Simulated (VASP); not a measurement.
## Ge2Sb2O: single point with PBE

Crystal: Ge2Sb2O.

```
CELL_PARAMETERS angstrom
-2.24486 2.24486 5.62348
2.24486 -2.24486 5.62348
2.24486 2.24486 -5.62348
ATOMIC_POSITIONS crystal
Ge 0.75000 0.25000 0.50000
Ge 0.25000 0.75000 0.50000
Sb 0.50000 0.00000 0.50000
Sb 0.00000 0.50000 0.50000
O 0.00000 0.00000 0.00000
```

The cell was generated, and may not be a known phase.

```json
{
 "Program": "VASP 6.6.1",
 "Task": "single point",
 "Functional": "PBE",
 "Potentials or basis": "VASP PAW PBE potentials, release 64 (Ge_d, Sb, O)",
 "Cutoff": "520 eV",
 "k mesh": "4 × 4 × 4",
 "Occupations": "gaussian, width 0.1 eV",
 "Spin": "no spin polarisation"
}
```

| Property | Result |
| --- | --- |
| Pressure | -0.1 GPa |
| Band gap on the k mesh | zero (bands 22 and 23 overlap by 1.31 eV) |

Stress tensor (GPa, compression positive):
```
-0.32  0.00  0.00
 0.00 -0.32  0.00
 0.00  0.00  0.26
```

Levels at points of the mesh, in eV from the Fermi level:
```csv
k point,band 18,band 19,band 20,band 21,band 22,band 23,band 24,band 25,band 26,band 27
"(0.00, 0.00, 0.00)",-6.04,-2.20,-1.30,-1.30,0.01,0.01,3.10,3.54,4.18,4.18
"(0.50, 0.00, 0.00)",-2.56,-2.03,-1.24,-1.07,-0.69,0.36,0.58,1.16,1.94,2.61
"(0.50, 0.50, 0.00)",-3.58,-2.53,-2.44,-2.37,-1.63,0.38,1.19,2.40,3.90,4.02
"(0.50, 0.50, 0.50)",-3.91,-2.04,-1.47,-1.47,0.19,0.66,0.97,0.97,3.98,4.31
```

Run time: 100 s on 1 thread of Oxide Virtual Turin-like Processor, with other jobs on the host, peak memory 0.3 GiB.

Caveat: the k points lie up to 0.38 Å⁻¹ apart, too coarse for converged energies and pressures of a metal; spin-orbit coupling is left out, which moves the levels of the heavy elements.
